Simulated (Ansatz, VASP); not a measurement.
# PbF2 in VASP and in Ansatz

Contents of POSCAR:

```
PbF2
1.0
    0.0000000000      2.9698500000      3.0143977500
    2.9698500000      0.0000000000      3.0143977500
    2.9698500000      2.9698500000      0.0000000000
Pb F
1 2
Direct
    0.0000000000      0.0000000000      0.0000000000
    0.2500000000      0.2500000000      0.2500000000
    0.7500000000      0.7500000000      0.7500000000
```

Contents of INCAR.step1:

```
  PREC = Accurate
  ENCUT = 520
  ISMEAR = 0
  SIGMA = 0.05
  LREAL = False
  LASPH = True
  NELM = 100
  NBANDS = 21
  GGA = PE
  ALGO = Normal
  EDIFF = 1E-4
  LWAVE = True
  LCHARG = False
```

The input INCAR.step2:

```
  PREC = Accurate
  ENCUT = 520
  EDIFF = 1E-6
  ISMEAR = 0
  SIGMA = 0.05
  LREAL = False
  LASPH = True
  NELM = 100
  ALGO = Normal
  ISIF = 2
  LWAVE = False
  LCHARG = True
  METAGGA = R2SCAN
  LMIXTAU = True
  LELF = True
  LVHAR = True
  NBANDS = 21
  ISTART = 1
```

The input KPOINTS:

```
regular mesh
0
Gamma
  8 8 8
```

Input for Ansatz:

```yaml
crystal:
  lattice:
    - [0.0, 2.96985, 3.01439775]
    - [2.96985, 0.0, 3.01439775]
    - [2.96985, 2.96985, 0.0]
  atoms:
    - { symbol: Pb, position: [0.0, 0.0, 0.0] }
    - { symbol: F, position: [0.25, 0.25, 0.25] }
    - { symbol: F, position: [0.75, 0.75, 0.75] }
basis:
  ecutwfc: 500
kpoints:
  mp_grid: { grid: [8, 8, 8] }
hamiltonian:
  xc: r2scan
scf:
  occupations: { method: gaussian, width: 0.05 }
output:
  forces: true
  stress: true
  eigenvalues: true
```

Change from the starting cell: strain +0.000 along x and y, +0.015 along z, atoms carried along.

Alike in both runs: task single point; functional r2SCAN; k mesh 8 × 8 × 8; occupations gaussian, width 0.05 eV; no spin polarisation.

|  | VASP | Ansatz |
| --- | --- | --- |
| version | VASP 6.6.1 | Ansatz 0.2.0 |
| potentials or method | VASP PAW PBE potentials, release 64 (Pb_d, F), cutoff 520 eV | scalar-relativistic, plane waves, PAW |
| valence electrons in the cell | 28 | 28 |

VASP gave:

| Property | Result |
| --- | --- |
| gap on the k mesh at the Fermi level (eV) | 4.91 |
| least direct gap on the mesh (eV) | 5.06 |
| pressure (GPa) | -1.9 |
| traceless stress, the component that is largest in VASP (GPa) | -0.55 |

Estimate Ansatz's values.

gap on the k mesh at the Fermi level (eV): 4.91; least direct gap on the mesh (eV): 5.06; pressure (GPa): -1.8; traceless stress, the component that is largest in VASP (GPa): -0.55.

VASP's potentials were made for PBE, not for r2SCAN. The functional is the same, so the differences come from potentials, cutoffs and numerics.

Spin-orbit coupling is off throughout.
